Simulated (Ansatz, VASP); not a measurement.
# Two plane-wave programs on ZnS

```xyz
4
Lattice="3.8401 0.0000 0.0000 -1.9200 3.3256 0.0000 0.0000 0.0000 6.2440" Properties=species:S:1:pos:R:3 pbc="T T T"
Zn    0.0000    2.2171   -0.0028
Zn    1.9200    1.1085    3.1192
S     0.0000    2.2171    2.3443
S     1.9200    1.1085    5.4663
```

Change from the starting cell: biaxial_xy strain +0.9%.

Alike in both runs: task single point; functional PBE; k mesh 12 × 12 × 4; occupations fermi-dirac, width 0.02 eV; no spin polarisation.

|  | VASP | Ansatz |
| --- | --- | --- |
| version | VASP 6.6.1 | Ansatz 0.2.0 |
| potentials or method | VASP PAW PBE potentials, release 64 (Zn, S) | plane waves, PAW |
| plane-wave cutoff (eV) | 520 | 420 |
| valence electrons in the cell | 36 | 36 |

VASP gave:

```
gap on the k mesh at the Fermi level (eV)                     : 2.16
pressure (GPa)                                                : 1.1
traceless stress, the component that is largest in VASP (GPa) : 0.58
```

**Question.** Estimate Ansatz's values.

**Answer.** gap on the k mesh at the Fermi level (eV): 2.16; pressure (GPa): 0.9; traceless stress, the component that is largest in VASP (GPa): 0.57.
